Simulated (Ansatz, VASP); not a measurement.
**One calculation of GaSi2S2, two programs**

```
Ga Si S
1.0
     3.92513    0.00000    0.00000
    -1.96256    3.39926    0.00000
     0.00000    0.00000    7.81703
Ga Si S
1 2 2
Cartesian
  0.0000 0.0000 0.0000
  1.9626 1.1331 4.2816
  0.0000 2.2662 3.5354
  1.9626 1.1331 6.4521
  0.0000 2.2662 1.3649
```

Alike in both runs: functional PBE; k mesh 12 × 12 × 4; occupations gaussian, width 0.1 eV; no spin polarisation.

Ansatz relaxed the structure, and its values are those at the end. VASP's run is a single point on that final structure, the one shown.

```csv
,VASP,Ansatz
version,VASP 6.6.1,Ansatz 0.2.0
potentials or method,"VASP PAW PBE potentials, release 64 (Ga_d, Si, S), cutoff 500 eV","scalar-relativistic, plane waves, PAW"
valence electrons in the cell,33,33
```

```csv
,VASP,Ansatz,Ansatz less VASP
gap on the k mesh at the Fermi level (eV),none,none,-
pressure (GPa),-0.1,0.0,+0.06
rms of the force components (eV/Å),0.017,0.000,-0.0167
```

A gap of «none» marks a metal or a gap that the smearing closes.
